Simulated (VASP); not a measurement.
# PbSe (Fm-3m) in VASP: single point with HSE06

Aim: the single point of PbSe with HSE06.

Program: VASP 6.6.1. These are calculated values, not measurements. Logs are shortened: lines on timing, memory, paths and dates and some standing lists are left out, and cuts for length are marked.

## Step 1: The cell of the first run

The structure is cubic, space group Fm-3m (No. 225). The conventional cell has a = 6.139 Å, b = 6.139 Å, c = 6.139 Å, α = 90.00°, β = 90.00°, γ = 90.00°. Pb (site symmetry m-3m) has 6 Se at 3.07 Å within 4.0 Å. Se (site symmetry m-3m) has 6 Pb at 3.07 Å within 4.0 Å.

## Step 2: Single point, HSE06

Input file POSCAR:

```
PbSe
1.0
    0.0000000000      3.0696893648      3.0696893648
    3.0696893648      0.0000000000      3.0696893648
    3.0696893648      3.0696893648      0.0000000000
Pb Se
1 1
Direct
    0.0000000000      0.0000000000      0.0000000000
    0.5000000000      0.5000000000      0.5000000000
```

Input file INCAR.step1:

```
SYSTEM = PbSe
PREC = Accurate
ENCUT = 520
EDIFF = 1E-5
ISMEAR = 1
SIGMA = 0.5
LREAL = .False.
LASPH = .True.
NELM = 80
ALGO = Normal
ISIF = 2
LWAVE = .True.
NBANDS = 17
GGA = PE
```

Input file INCAR.step2:

```
SYSTEM = PbSe
PREC = Accurate
ENCUT = 520
EDIFF = 1E-6
ISMEAR = 1
SIGMA = 0.5
LREAL = .False.
LASPH = .True.
NELM = 80
ALGO = Normal
ISIF = 2
LWAVE = .False.
LCHARG = .True.
GGA = PE
LHFCALC = .True.
HFSCREEN = 0.2079
PRECFOCK = Normal
LELF = .True.
LVHAR = .True.
NBANDS = 17
ISTART = 1
```

Input file KPOINTS:

```
Automatic mesh
0
Gamma
  4 4 4
  0 0 0
```

Potentials or basis: VASP PAW PBE potentials, release 64 (Pb_d, Se).

Started as:

```console
$ cat potpaw_PBE.64/Pb_d/POTCAR potpaw_PBE.64/Se/POTCAR > POTCAR
$ cp INCAR.step1 INCAR
$ mpirun -np 1 vasp_std > vasp.out
$ cp INCAR.step2 INCAR
$ mpirun -np 1 vasp_std > vasp.out
```

OUTCAR:

```text
SYSTEM = PbSe
   PREC = Accurate
   ENCUT = 520
   EDIFF = 1E-6
   ISMEAR = 1
   LREAL = .False.
   LASPH = .True.
   NELM = 80
   ISIF = 2
   GGA = PE
   LHFCALC = .True.
   HFSCREEN = 0.2079
   PRECFOCK = Normal
   ISTART = 1

 ion  position               nearest neighbor table
   1  0.000  0.000  0.000-   2 3.07   2 3.07   2 3.07   2 3.07   2 3.07   2 3.07
   2  0.500  0.500  0.500-   1 3.07   1 3.07   1 3.07   1 3.07   1 3.07   1 3.07

  LATTYP: Found a face centered cubic cell.
 ALAT       =     6.1393787296

  Lattice vectors:

 A1 = (   0.0000000000,   3.0696893648,   3.0696893648)
 A2 = (   3.0696893648,   0.0000000000,   3.0696893648)
 A3 = (   3.0696893648,   3.0696893648,   0.0000000000)

Analysis of symmetry for initial positions (statically):
=====================================================================
 Subroutine PRICEL returns:
 Original cell was already a primitive cell.

 Routine SETGRP: Setting up the symmetry group for a
 face centered cubic supercell.

 Subroutine GETGRP returns: Found 48 space group operations
 (whereof 48 operations were pure point group operations)
 out of a pool of 48 trial point group operations.

The static configuration has the point symmetry O_h .

Analysis of symmetry for dynamics (positions and initial velocities):
=====================================================================
 Subroutine PRICEL returns:
 Original cell was already a primitive cell.

 Routine SETGRP: Setting up the symmetry group for a
 face centered cubic supercell.

 Subroutine GETGRP returns: Found 48 space group operations
 (whereof 48 operations were pure point group operations)
 out of a pool of 48 trial point group operations.

The dynamic configuration has the point symmetry O_h .

 Subroutine INISYM returns: Found 48 space group operations
 (whereof 48 operations are pure point group operations),
 and found     1 'primitive' translations

----------------------------------------------------------------------------------------

                                     Primitive cell

  volume of cell :      57.8513

  direct lattice vectors                    reciprocal lattice vectors
     0.000000000  3.069689365  3.069689365    -0.162882931  0.162882931  0.162882931
     3.069689365  0.000000000  3.069689365     0.162882931 -0.162882931  0.162882931
     3.069689365  3.069689365  0.000000000     0.162882931  0.162882931 -0.162882931

  length of vectors
     4.341196332  4.341196332  4.341196332     0.282121512  0.282121512  0.282121512

  position of ions in fractional coordinates (direct lattice)
     0.000000000  0.000000000  0.000000000
     0.500000000  0.500000000  0.500000000

  ion indices of the primitive-cell ions
   primitive index   ion index
                 1           1
                 2           2

----------------------------------------------------------------------------------------

 KPOINTS: Automatic mesh

Automatic generation of k-mesh.
 Grid dimensions read from file:
 generate k-points for:    4    4    4

 Generating k-lattice:

  Cartesian coordinates                     Fractional coordinates (reciprocal lattice)
    -0.040720733  0.040720733  0.040720733     0.250000000  0.000000000  0.000000000
     0.040720733 -0.040720733  0.040720733     0.000000000  0.250000000  0.000000000
     0.040720733  0.040720733 -0.040720733     0.000000000  0.000000000  0.250000000

  Length of vectors
     0.070530378  0.070530378  0.070530378

  Shift w.r.t. Gamma in fractional coordinates (k-lattice)
     0.000000000  0.000000000  0.000000000

 Subroutine IBZKPT returns following result:
 ===========================================

 Found      8 irreducible k-points:

 Following reciprocal coordinates:
            Coordinates               Weight
  0.000000  0.000000  0.000000      1.000000
  0.250000  0.000000  0.000000      8.000000
  0.500000  0.000000  0.000000      4.000000
  0.250000  0.250000  0.000000      6.000000
  0.500000  0.250000  0.000000     24.000000
 -0.250000  0.250000  0.000000     12.000000
  0.500000  0.500000  0.000000      3.000000
 -0.250000  0.500000  0.250000      6.000000
   k-points           NKPTS =      8   k-points in BZ     NKDIM =     64   number of bands    NBANDS=     17
   number of dos      NEDOS =    301   number of ions     NIONS =      2
   total plane-waves  NPLWV =  32768
   dimension x,y,z NGX =    32 NGY =   32 NGZ =   32
   dimension x,y,z NGXF=    64 NGYF=   64 NGZF=   64
   ions per type =               1   1
   NGX,Y,Z   is equivalent  to a cutoff of  12.25, 12.25, 12.25 a.u.
   NGXF,Y,Z  is equivalent  to a cutoff of  24.51, 24.51, 24.51 a.u.
 SYSTEM =  PbSe
   PREC   = accura    normal or accurate (medium, high low for compatibility)
   ISTART =      1    job   : 0-new  1-cont  2-samecut
   ICHARG =      0    charge: 1-file 2-atom 10-const
   ISPIN  =      1    spin polarized calculation?
   LNONCOLLINEAR =      F non collinear calculations
   LSORBIT =      F    spin-orbit coupling
   LASPH  =      T    aspherical Exc in radial PAW
   ENCUT  =  520.0 eV  38.22 Ry    6.18 a.u.   8.07  8.07  8.07*2*pi/ulx,y,z
   NELM   =     80;   NELMIN=  2; NELMDL=  0     # of ELM steps
   EDIFF  = 0.1E-05   stopping-criterion for ELM
   LREAL  =      F    real-space projection
   EDIFFG = 0.1E-04   stopping-criterion for IOM
   NSW    =      0    number of steps for IOM
   IBRION =     -1    ionic relax: 0-MD 1-quasi-New 2-CG
   NFREE  =      0    steps in history (QN), initial steepest desc. (CG)
   ISIF   =      2    stress and relaxation
   ISYM   =      3    0-nonsym 1-usesym 2-fastsym
   POTIM  = 0.5000    time-step for ionic-motion
   TEBEG  =    0.0;   TEEND  =   0.0 temperature during run
   PSTRESS=    0.0 pullay stress
   NELECT =      20.0000    total number of electrons
   NUPDOWN=      -1.0000    fix difference up-down
   EMIN   =  10.00;   EMAX   =-10.00  energy-range for DOS
   EFERMI =   0.00;   METHOD = LEGACY
   ISMEAR =     1;   SIGMA  =   0.50  broadening in eV -4-tet -1-fermi 0-gaus
   EFERMI_NEDOS =   21; number of points for ismear=-14 and -15
   IALGO  =     38    algorithm
   IMIX   =      1    mixing-type and parameters
     AMIX     =   0.40;   BMIX     =  1.00
     AMIX_MAG =   1.60;   BMIX_MAG =  1.00
  volume/ion in A,a.u.               =      28.93       195.20
  Fermi-wavevector in a.u.,A,eV,Ry     =   1.148983  2.171264 17.961904  1.320163
  Thomas-Fermi vector in A             =   2.285655
   LORBIT       =      0    0 simple, 1 ext, 2 COOP (PROOUT), +10 PAW based schemes
   GGA     = PE    functional components
   LHFCALC =     T    Hartree Fock is set to
   PRECFOCK=normal    Normal, Fast or Accurate (Low or Medium for compatibility)
   ENCUT4O =  -1.0   cutoff for four orbital integrals eV
   NKREDX  =     1    reduce k-point grid by
   NKREDY  =     1    reduce k-point grid by
   NKREDZ  =     1    reduce k-point grid by
   AEXX    =    0.2500 exact exchange contribution
   HFSCREEN=    0.2079 screening length (either q_TF or 0.3 A-1)
   HFSCREENC=   0.2079 screening length for correlation (either q_TF or 0.3 A-1)
   ENCUTFOCK=  -1.0 apply spherical cutoff to Coloumb kernel
   IVDW    =     0    specifies the selected vdW correction
   LEPSILON=     F    determine dielectric tensor
   LRPA    =     F    only Hartree local field effects (RPA)
 non-spin polarized calculation
 Methfessel and Paxton  Order N= 1 SIGMA  =   0.50
  energy-cutoff  :      520.00
  volume of cell :       57.85
 maximum number of plane-waves:      1588
  NGX = 28; NGY = 28; NGZ = 28

 number of electron      19.9999997 magnetization

 Free energy of the ion-electron system (eV)
  ---------------------------------------------------
  ext. energy  EPLUGINS =         0.00000000
  ---------------------------------------------------
  free energy    TOTEN  =        -9.72139596 eV

  energy without entropy =       -9.72368236  energy(sigma->0) =       -9.72215809

 E-fermi :   5.0273     XC(G=0):  -7.8999

 val. band max:        4.6643364769   @ k =   0.5000   0.0000   0.0000
 cond. band min:       5.4025808343   @ k =   0.5000   0.0000   0.0000
 fundamental gap:      0.7382443573
 Fermi energy:         5.0273178734

 k-point     1 :       0.0000    0.0000    0.0000
  band No.  band energies     occupation
      1     -13.9460      2.00000
      2     -13.9460      2.00000
      3     -13.9403      2.00000
      4     -13.9403      2.00000
      5     -13.9403      2.00000
      6     -10.2862      2.00000
[... 9 lines left out ...]
     16      11.8444     -0.00000
     17      13.5359     -0.00000

 k-point     2 :       0.2500    0.0000    0.0000
  band No.  band energies     occupation
      1     -13.9592      2.00000
      2     -13.9591      2.00000
      3     -13.9390      2.00000
      4     -13.9255      2.00000
      5     -13.9255      2.00000
      6      -9.8053      2.00000
[... 9 lines left out ...]
     16      13.1273     -0.00000
     17      16.7167      0.00000

 k-point     3 :       0.5000    0.0000    0.0000
  band No.  band energies     occupation
      1     -13.9728      2.00000
      2     -13.9728      2.00000
      3     -13.9382      2.00000
      4     -13.9098      2.00000
      5     -13.9098      2.00000
      6      -9.1334      2.00000
[... 9 lines left out ...]
     16      15.7186      0.00000
     17      15.7186      0.00000

 k-point     4 :       0.2500    0.2500    0.0000
  band No.  band energies     occupation
      1     -13.9973      2.00000
      2     -13.9491      2.00000
      3     -13.9371      2.00000
      4     -13.9198      2.00000
      5     -13.9198      2.00000
      6      -9.6270      2.00000
[... 9 lines left out ...]
     16      15.1027      0.00000
     17      15.1032      0.00000

 k-point     5 :       0.5000    0.2500    0.0000
  band No.  band energies     occupation
      1     -14.0234      2.00000
      2     -13.9491      2.00000
      3     -13.9415      2.00000
      4     -13.9134      2.00000
      5     -13.9052      2.00000
      6      -8.9462      2.00000
[... 9 lines left out ...]
     16      16.2803      0.00000
     17      16.9105      0.00000

 k-point     6 :      -0.2500    0.2500    0.0000
  band No.  band energies     occupation
      1     -13.9865      2.00000
      2     -13.9642      2.00000
      3     -13.9304      2.00000
      4     -13.9204      2.00000
      5     -13.9180      2.00000
      6      -9.1837      2.00000
[... 9 lines left out ...]
     16      14.9938     -0.00000
     17      15.8964      0.00000

 k-point     7 :       0.5000    0.5000    0.0000
  band No.  band energies     occupation
      1     -14.0781      2.00000
      2     -13.9578      2.00000
      3     -13.9281      2.00000
      4     -13.8977      2.00000
      5     -13.8977      2.00000
      6      -8.7305      2.00000
[... 9 lines left out ...]
     16      17.2000      0.00000
     17      18.2724      0.00000

 k-point     8 :      -0.2500    0.5000    0.2500
  band No.  band energies     occupation
      1     -14.0411      2.00000
      2     -13.9495      2.00000
      3     -13.9287      2.00000
      4     -13.9287      2.00000
      5     -13.8977      2.00000
      6      -8.7003      2.00000
[... 9 lines left out ...]
     16      17.3947      0.00000
     17      18.2723      0.00000

------------------------ aborting loop because EDIFF is reached ----------------------------------------

  FORCE on cell =-STRESS in cart. coord.  units (eV):
  Direction    XX          YY          ZZ          XY          YZ          ZX
  --------------------------------------------------------------------------------------
  -------------------------------------------------------------------------------------
  Total        0.2602440      0.2602440      0.2602440     -0.0000000      0.0000000      0.0000000
  in kB        7.2073896      7.2073896      7.2073896     -0.0000000      0.0000000      0.0000000
  external PRESSURE =       7.2073896 kB  Pullay stress =       0.0000000 kB

 VOLUME and BASIS-vectors are now :
 -----------------------------------------------------------------------------
  energy-cutoff  :      520.00
  volume of cell :       57.85
      direct lattice vectors                 reciprocal lattice vectors
     0.000000000  3.069689365  3.069689365    -0.162882931  0.162882931  0.162882931
     3.069689365  0.000000000  3.069689365     0.162882931 -0.162882931  0.162882931
     3.069689365  3.069689365  0.000000000     0.162882931  0.162882931 -0.162882931

 POSITION                                       TOTAL-FORCE (eV/Angst)
 -----------------------------------------------------------------------------------
      0.00000      0.00000      0.00000        -0.000000     -0.000000     -0.000000
      3.06969      3.06969      3.06969         0.000000      0.000000      0.000000
 -----------------------------------------------------------------------------------
    total drift:                               -0.000001     -0.000001     -0.000001

  FREE ENERGIE OF THE ION-ELECTRON SYSTEM (eV)
  ---------------------------------------------------
  free  energy   TOTEN  =        -9.7213959628 eV

  energy  without entropy=       -9.7236823575  energy(sigma->0) =       -9.72215809
```

Run time: 9.2 min. Hardware: 1 thread of Intel Xeon 6975P-C (Granite Rapids), shared host; peak memory 0.3 GiB.

Results:

```
Free energy            : -9.7214 eV
Pressure               : 0.7 GPa
Band gap on the k mesh : 0.74 eV
```

Caveat: the k points lie up to 0.44 Å⁻¹ apart; so wide a smearing shifts energies and pressures; the PAW data sets were made with another functional, which shifts forces and pressure a little; spin-orbit coupling is left out, which moves the levels of the heavy elements. A k mesh can miss the band edges.
